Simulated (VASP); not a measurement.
# BiTe (I4mm) in VASP: notebook

Runs on BiTe. Level: r2SCAN. Tasks: single point.

All numbers are computed with VASP 6.6.1; they aren't measurements. Logs are shortened: lines on timing, memory, paths and dates and some standing lists are left out, and cuts for length are marked.

### Step 1. The cell of the first run

Symmetry: I4mm, No. 107, tetragonal system. Conventional cell: a = 4.575 Å, b = 4.575 Å, c = 6.470 Å, α = 90.00°, β = 90.00°, γ = 90.00°. Bi (site symmetry 4mm) has 6 Te at 3.14 to 3.33 Å within 4.1 Å. Te (site symmetry 4mm) has 6 Bi at 3.14 to 3.33 Å within 4.1 Å.

### Step 2. Single point, r2SCAN (all Bi atoms moved -0.100 Å, as atom 1 along Cartesian [1 0 0])

POSCAR reads:

```
BiTe
1.0
    0.0000000000      3.2350000000      3.2350000000
    3.2350000000      0.0000000000      3.2350000000
    3.2350000000      3.2350000000      0.0000000000
Bi Te
1 1
Direct
    0.0154559505     -0.0154559505     -0.0154559505
    0.5000000000      0.5000000000      0.5000000000
```

INCAR.step1 reads:

```
SYSTEM = BiTe
  PREC = Accurate
  ENCUT = 520
  ISMEAR = 0
  SIGMA = 0.15
  LREAL = .FALSE.
  LASPH = .TRUE.
  NELM = 100
  NBANDS = 18
  GGA = PE
  ALGO = Normal
  EDIFF = 1E-4
  LWAVE = .TRUE.
  LCHARG = .FALSE.
```

INCAR.step2 reads:

```
SYSTEM = BiTe
  PREC = Accurate
  ENCUT = 520
  EDIFF = 1E-7
  ISMEAR = 0
  SIGMA = 0.15
  LREAL = .FALSE.
  LASPH = .TRUE.
  NELM = 100
  ALGO = Normal
  ISIF = 2
  LWAVE = .FALSE.
  LCHARG = .FALSE.
  METAGGA = R2SCAN
  LMIXTAU = .TRUE.
  NBANDS = 18
  ISTART = 1
```

KPOINTS reads:

```
regular mesh
0
G
  14 14 14
  0 0 0
```

Potentials or basis: VASP PAW PBE potentials, release 64 (Bi_d, Te).

Command:

```sh
cat potpaw_PBE.64/Bi_d/POTCAR potpaw_PBE.64/Te/POTCAR > POTCAR
cp INCAR.step1 INCAR
mpirun -np 1 vasp_std > vasp.out
cp INCAR.step2 INCAR
mpirun -np 1 vasp_std > vasp.out
```

OUTCAR:

```text
SYSTEM = BiTe
   PREC = Accurate
   ENCUT = 520
   EDIFF = 1E-7
   ISMEAR = 0
   LREAL = .FALSE.
   LASPH = .TRUE.
   NELM = 100
   ISIF = 2
   METAGGA = R2SCAN
   ISTART = 1

 ion  position               nearest neighbor table
   1  0.015  0.985  0.985-   2 3.14   2 3.24   2 3.24   2 3.24   2 3.24   2 3.33
   2  0.500  0.500  0.500-   1 3.14   1 3.24   1 3.24   1 3.24   1 3.24   1 3.33

  LATTYP: Found a face centered cubic cell.
 ALAT       =     6.4700000000

  Lattice vectors:

 A1 = (   0.0000000000,   3.2350000000,   3.2350000000)
 A2 = (   3.2350000000,   0.0000000000,   3.2350000000)
 A3 = (   3.2350000000,   3.2350000000,   0.0000000000)

Analysis of symmetry for initial positions (statically):
=====================================================================
 Subroutine PRICEL returns:
 Original cell was already a primitive cell.

 Routine SETGRP: Setting up the symmetry group for a
 face centered cubic supercell.

 Subroutine GETGRP returns: Found  8 space group operations
 (whereof  8 operations were pure point group operations)
 out of a pool of 48 trial point group operations.

The static configuration has the point symmetry C_4v.

Analysis of symmetry for dynamics (positions and initial velocities):
=====================================================================
 Subroutine PRICEL returns:
 Original cell was already a primitive cell.

 Routine SETGRP: Setting up the symmetry group for a
 face centered cubic supercell.

 Subroutine GETGRP returns: Found  8 space group operations
 (whereof  8 operations were pure point group operations)
 out of a pool of 48 trial point group operations.

The dynamic configuration has the point symmetry C_4v.

 Subroutine INISYM returns: Found  8 space group operations
 (whereof  8 operations are pure point group operations),
 and found     1 'primitive' translations

----------------------------------------------------------------------------------------

                                     Primitive cell

  volume of cell :      67.7100

  direct lattice vectors                    reciprocal lattice vectors
     0.000000000  3.235000000  3.235000000    -0.154559505  0.154559505  0.154559505
     3.235000000  0.000000000  3.235000000     0.154559505 -0.154559505  0.154559505
     3.235000000  3.235000000  0.000000000     0.154559505  0.154559505 -0.154559505

  length of vectors
     4.574980874  4.574980874  4.574980874     0.267704916  0.267704916  0.267704916

  position of ions in fractional coordinates (direct lattice)
     0.015455950  0.984544050  0.984544050
     0.500000000  0.500000000  0.500000000

  ion indices of the primitive-cell ions
   primitive index   ion index
                 1           1
                 2           2

----------------------------------------------------------------------------------------

 KPOINTS: regular mesh

Automatic generation of k-mesh.
 Grid dimensions read from file:
 generate k-points for:   14   14   14

 Generating k-lattice:

  Cartesian coordinates                     Fractional coordinates (reciprocal lattice)
    -0.011039965  0.011039965  0.011039965     0.071428571  0.000000000  0.000000000
     0.011039965 -0.011039965  0.011039965     0.000000000  0.071428571  0.000000000
     0.011039965  0.011039965 -0.011039965     0.000000000  0.000000000  0.071428571

  Length of vectors
     0.019121780  0.019121780  0.019121780

  Shift w.r.t. Gamma in fractional coordinates (k-lattice)
     0.000000000  0.000000000  0.000000000

 Subroutine IBZKPT returns following result:
 ===========================================

 Found    244 irreducible k-points:

 Following reciprocal coordinates:
            Coordinates               Weight
  0.000000  0.000000  0.000000      1.000000
  0.071429  0.000000  0.000000      8.000000
  0.142857  0.000000  0.000000      8.000000
  0.214286  0.000000  0.000000      8.000000
  0.285714  0.000000  0.000000      8.000000
  0.357143  0.000000  0.000000      8.000000
[... 16 lines left out ...]
 -0.428571  0.071429  0.000000     16.000000
  0.000000 -0.428571  0.071429      8.000000
 [... further k-points ...]
   k-points           NKPTS =    244   k-points in BZ     NKDIM =    244   number of bands    NBANDS=     18
   number of dos      NEDOS =    301   number of ions     NIONS =      2
   total plane-waves  NPLWV =  46656
   dimension x,y,z NGX =    36 NGY =   36 NGZ =   36
   dimension x,y,z NGXF=    72 NGYF=   72 NGZF=   72
   ions per type =               1   1
   NGX,Y,Z   is equivalent  to a cutoff of  13.08, 13.08, 13.08 a.u.
   NGXF,Y,Z  is equivalent  to a cutoff of  26.16, 26.16, 26.16 a.u.
 SYSTEM =  BiTe
   PREC   = accura    normal or accurate (medium, high low for compatibility)
   ISTART =      1    job   : 0-new  1-cont  2-samecut
   ICHARG =      0    charge: 1-file 2-atom 10-const
   ISPIN  =      1    spin polarized calculation?
   LNONCOLLINEAR =      F non collinear calculations
   LSORBIT =      F    spin-orbit coupling
   LASPH  =      T    aspherical Exc in radial PAW
   ENCUT  =  520.0 eV  38.22 Ry    6.18 a.u.   8.51  8.51  8.51*2*pi/ulx,y,z
   NELM   =    100;   NELMIN=  2; NELMDL=  0     # of ELM steps
   EDIFF  = 0.1E-06   stopping-criterion for ELM
   LREAL  =      F    real-space projection
   EDIFFG = 0.1E-05   stopping-criterion for IOM
   NSW    =      0    number of steps for IOM
   IBRION =     -1    ionic relax: 0-MD 1-quasi-New 2-CG
   NFREE  =      0    steps in history (QN), initial steepest desc. (CG)
   ISIF   =      2    stress and relaxation
   ISYM   =      2    0-nonsym 1-usesym 2-fastsym
   POTIM  = 0.5000    time-step for ionic-motion
   TEBEG  =    0.0;   TEEND  =   0.0 temperature during run
   PSTRESS=    0.0 pullay stress
   NELECT =      21.0000    total number of electrons
   NUPDOWN=      -1.0000    fix difference up-down
   EMIN   =  10.00;   EMAX   =-10.00  energy-range for DOS
   EFERMI =   0.00;   METHOD = LEGACY
   ISMEAR =     0;   SIGMA  =   0.15  broadening in eV -4-tet -1-fermi 0-gaus
   EFERMI_NEDOS =   21; number of points for ismear=-14 and -15
   IALGO  =     38    algorithm
   IMIX   =      4    mixing-type and parameters
     AMIX     =   0.40;   BMIX     =  1.00
     AMIX_MAG =   1.60;   BMIX_MAG =  1.00
  volume/ion in A,a.u.               =      33.86       228.46
  Fermi-wavevector in a.u.,A,eV,Ry     =   1.108146  2.094092 16.707785  1.227988
  Thomas-Fermi vector in A             =   2.244669
   LORBIT       =      0    0 simple, 1 ext, 2 COOP (PROOUT), +10 PAW based schemes
   METAGGA = R2SCAN    functional components
   LHFCALC =     F    Hartree Fock is set to
   AEXX    =    0.0000 exact exchange contribution
   IVDW    =     0    specifies the selected vdW correction
   LEPSILON=     F    determine dielectric tensor
   LRPA    =     F    only Hartree local field effects (RPA)
 non-spin polarized calculation
 Gauss-broadening in eV      SIGMA  =   0.15
  energy-cutoff  :      520.00
  volume of cell :       67.71
 maximum number of plane-waves:      1845
 NGX is ok and might be reduce to    36
   NGX = 17   NGY = 17   NGZ = 17

 number of electron      21.0000000 magnetization

 Free energy of the ion-electron system (eV)
  ---------------------------------------------------
  ext. energy  EPLUGINS =         0.00000000
  ---------------------------------------------------
  free energy    TOTEN  =       -84.02190128 eV

  energy without entropy =      -84.00652502  energy(sigma->0) =      -84.01421315

 E-fermi :   6.6380     XC(G=0):  -9.9995

 val. band max:        6.6313600408   @ k =   0.4286   0.1429   0.0714
 cond. band min:       6.6480881105   @ k =   0.3571   0.1429  -0.3571
 fundamental gap:      0.0167280696
 Fermi energy:         6.6380070352

 k-point     1 :       0.0000    0.0000    0.0000
  band No.  band energies     occupation
      1     -17.3100      2.00000
      2     -17.3021      2.00000
      3     -17.3015      2.00000
      4     -17.3015      2.00000
      5     -17.2967      2.00000
      6      -7.5700      2.00000
[... 10 lines left out ...]
     17      13.3462      0.00000
     18      13.5637      0.00000

 k-point     2 :       0.0714    0.0000    0.0000
  band No.  band energies     occupation
      1     -17.3102      2.00000
      2     -17.3024      2.00000
      3     -17.3014      2.00000
      4     -17.3012      2.00000
      5     -17.2965      2.00000
      6      -7.5217      2.00000
[... 10 lines left out ...]
     17      13.6622      0.00000
     18      13.8577      0.00000

 k-point     3 :       0.1429    0.0000    0.0000
  band No.  band energies     occupation
      1     -17.3109      2.00000
      2     -17.3032      2.00000
      3     -17.3009      2.00000
      4     -17.3001      2.00000
      5     -17.2958      2.00000
      6      -7.3776      2.00000
[... 10 lines left out ...]
     17      14.4594      0.00000
     18      14.6180      0.00000

 k-point     4 :       0.2143    0.0000    0.0000
  band No.  band energies     occupation
      1     -17.3118      2.00000
      2     -17.3044      2.00000
      3     -17.3003      2.00000
      4     -17.2985      2.00000
      5     -17.2947      2.00000
      6      -7.1397      2.00000
[... 375 lines left out ...]
      4     -17.2935      2.00000
      5     -17.2913      2.00000
      6      -5.5961      2.00000
[... 10 lines left out ...]
     17      15.3844      0.00000
     18      16.4799      0.00000

 k-point    23 :      -0.4286    0.0714    0.0000
  band No.  band energies     occupation
      1     -17.3150      2.00000
      2     -17.3080      2.00000
      3     -17.2984      2.00000
      4     -17.2939      2.00000
      5     -17.2910      2.00000
      6      -5.7366      2.00000
[... 10 lines left out ...]
     17      15.7591      0.00000
     18      16.8499      0.00000

 k-point    24 :       0.0000   -0.4286    0.0714
  band No.  band energies     occupation
      1     -17.3151      2.00000
      2     -17.3077      2.00000
      3     -17.2985      2.00000
      4     -17.2940      2.00000
      5     -17.2909      2.00000
      6      -5.7372      2.00000
[... 10 lines left out ...]
     17      15.7584      0.00000
     18      16.8579      0.00000

 [... further k-points ...]

------------------------ aborting loop because EDIFF is reached ----------------------------------------

  FORCE on cell =-STRESS in cart. coord.  units (eV):
  Direction    XX          YY          ZZ          XY          YZ          ZX
  --------------------------------------------------------------------------------------
  -------------------------------------------------------------------------------------
  Total        0.1166347      0.0306126      0.0306126      0.0000000      0.0000000      0.0000000
  in kB        2.7598504      0.7243657      0.7243657      0.0000000      0.0000000      0.0000000
  external PRESSURE =       1.4028606 kB  Pullay stress =       0.0000000 kB

 VOLUME and BASIS-vectors are now :
 -----------------------------------------------------------------------------
  energy-cutoff  :      520.00
  volume of cell :       67.71
      direct lattice vectors                 reciprocal lattice vectors
     0.000000000  3.235000000  3.235000000    -0.154559505  0.154559505  0.154559505
     3.235000000  0.000000000  3.235000000     0.154559505 -0.154559505  0.154559505
     3.235000000  3.235000000  0.000000000     0.154559505  0.154559505 -0.154559505

 POSITION                                       TOTAL-FORCE (eV/Angst)
 -----------------------------------------------------------------------------------
      6.37000      3.23500      3.23500         0.256795      0.000000      0.000000
      3.23500      3.23500      3.23500        -0.256795      0.000000      0.000000
 -----------------------------------------------------------------------------------
    total drift:                               -0.000130     -0.000000     -0.000000

  FREE ENERGIE OF THE ION-ELECTRON SYSTEM (eV)
  ---------------------------------------------------
  free  energy   TOTEN  =       -84.0219012802 eV

  energy  without entropy=      -84.0065250158  energy(sigma->0) =      -84.01421315
```

It took 31 min on 1 thread of Oxide Virtual Turin-like, shared host; peak memory 0.4 GiB.

Results:

```
Free energy            : -84.0219 eV
Pressure               : 0.1 GPa
Largest force          : 0.257 eV/Å
Band gap on the k mesh : zero (an odd number of electrons rules out a gap without spin polarisation)
```

Forces on the atoms (eV/Å):
```
Bi   0.257  0.000  0.000
Te  -0.257  0.000  0.000
```

Caveat: the cell differs from its parent crystal (all Bi atoms moved -0.100 Å, as atom 1 along Cartesian [1 0 0]); the PAW data sets were made with another functional, which shifts forces and pressure a little; spin-orbit coupling is left out, which moves the levels of the heavy elements.

### Step 3. Single point, r2SCAN (all Bi atoms moved +0.050 Å, as atom 1 along Cartesian [1 0 0])

Edit POSCAR of step 2 so:

```diff
@@ -8,3 +8,3 @@
 Direct
-    0.0154559505     -0.0154559505     -0.0154559505
+   -0.0077279753      0.0077279753      0.0077279753
     0.5000000000      0.5000000000      0.5000000000
```

INCAR.step1 reads:

```
SYSTEM = BiTe
PREC = Accurate
ENCUT = 520
ISMEAR = 0
SIGMA = 0.15
LREAL = .False.
LASPH = .True.
NELM = 60
NBANDS = 18
GGA = PE
ALGO = Normal
EDIFF = 1E-4
LWAVE = .True.
LCHARG = .False.
```

INCAR.step2 reads:

```
SYSTEM = BiTe
PREC = Accurate
ENCUT = 520
EDIFF = 1E-6
ISMEAR = 0
SIGMA = 0.15
LREAL = .False.
LASPH = .True.
NELM = 60
ALGO = Normal
ISIF = 2
LWAVE = .False.
LCHARG = .True.
METAGGA = R2SCAN
LMIXTAU = .True.
LELF = .True.
LVHAR = .True.
NBANDS = 18
ISTART = 1
```

KPOINTS reads:

```
Automatic mesh
0
Gamma
  14 14 14
  0 0 0
```

Potentials or basis: VASP PAW PBE potentials, release 64 (Bi_d, Te).

Command:

```sh
cat potpaw_PBE.64/Bi_d/POTCAR potpaw_PBE.64/Te/POTCAR > POTCAR
cp INCAR.step1 INCAR
mpirun -np 1 vasp_std > vasp.out
cp INCAR.step2 INCAR
mpirun -np 1 vasp_std > vasp.out
```

Run time: 29 min. Hardware: 1 thread of Oxide Virtual Turin-like, shared host; peak memory 0.41 GiB.

The run converged. Its results:

```
Free energy            : -84.0315 eV
Pressure               : 0.0 GPa
Largest force          : 0.127 eV/Å
Band gap on the k mesh : zero (an odd number of electrons rules out a gap without spin polarisation)
```

Forces in eV/Å, atoms in the order of the input:
```
Bi  -0.127  0.000  0.000
Te   0.127  0.000  0.000
```

Levels at points of the mesh, in eV from the Fermi level:
| k point | band 6 | band 7 | band 8 | band 9 | band 10 | band 11 | band 12 | band 13 | band 14 | band 15 |
| --- | --- | --- | --- | --- | --- | --- | --- | --- | --- | --- |
| (0.00, 0.00, 0.00) | -14.18 | -8.34 | -2.84 | -2.83 | -2.83 | 2.20 | 2.20 | 2.22 | 4.98 | 4.99 |
| (0.50, 0.00, 0.00) | -12.13 | -11.74 | -2.16 | -2.14 | -1.68 | -0.72 | -0.72 | -0.69 | 7.78 | 8.17 |
| (0.50, 0.50, 0.00) | -12.31 | -10.34 | -5.99 | -4.33 | -4.32 | 2.45 | 3.74 | 3.77 | 5.22 | 8.96 |
| (0.00, 0.50, 0.50) | -12.31 | -10.36 | -5.99 | -4.33 | -4.33 | 2.48 | 3.74 | 3.74 | 5.22 | 8.97 |

Caveat: the cell differs from its parent crystal (all Bi atoms moved +0.050 Å, as atom 1 along Cartesian [1 0 0]); the PAW data sets were made with another functional, which shifts forces and pressure a little; spin-orbit coupling is left out, which moves the levels of the heavy elements.
